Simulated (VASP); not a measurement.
Runs of VASP 6.6.1 on SbO5. The structure is that of space group P6/mmm (No. 191), or close to it. The cells are those of the table. The cell was generated, and may not be a known phase.

| task | cell | k mesh | cutoff (eV) | gap on the mesh (eV) | pressure (GPa) | relaxed volume (Å³/atom) |
| --- | --- | --- | --- | --- | --- | --- |
| single point | a = 3.762, b = 3.762, c = 5.843 Å, angles 90.0, 90.0, 120.0°, 6 atoms | 6 × 6 × 4 | 520 | none | -0.4 | - |
| relaxation of cell and atoms | relaxed from a = 4.869, b = 4.869, c = 4.007 Å, angles 90.0, 90.0, 120.0°, 6 atoms | 6 × 6 × 4 | 600 | none | -0.2 | 10.71 |
| single point | a = 3.765, b = 3.765, c = 5.853 Å, angles 90.0, 90.0, 120.0°, 6 atoms | 12 × 12 × 6 | 520 | none | -0.5 | - |
| relaxation of cell and atoms | relaxed from a = 3.762, b = 3.762, c = 5.843 Å, angles 90.0, 90.0, 120.0°, 6 atoms | 12 × 12 × 6 | 600 | none | 0.0 | (b) |
| single point | a = 4.869, b = 4.869, c = 4.007 Å, angles 90.0, 90.0, 120.0°, 6 atoms | 6 × 6 × 4 | 520 | none | (a) | - |

Alike in all rows: level PBE; potentials or basis VASP PAW PBE potentials, release 64 (Sb, O); no spin polarisation; smearing gaussian 0.1 eV.

**Question.** Fill in the values left out.

**Answer.** (a) -21.6; (b) 11.85.

Caveats: some runs use coarse meshes; spin-orbit coupling is left out, which moves the levels of the heavy elements; an odd number of electrons without spin polarisation forces a metal; a magnetic or distorted state may lie lower; the volume moved by over 15 % at a fixed basis, so the end points are rough (at least some runs).

A k mesh can miss the band edges, and the runs leave out spin-orbit coupling on Sb.

A gap of «none» marks levels without a gap at the run's occupations.
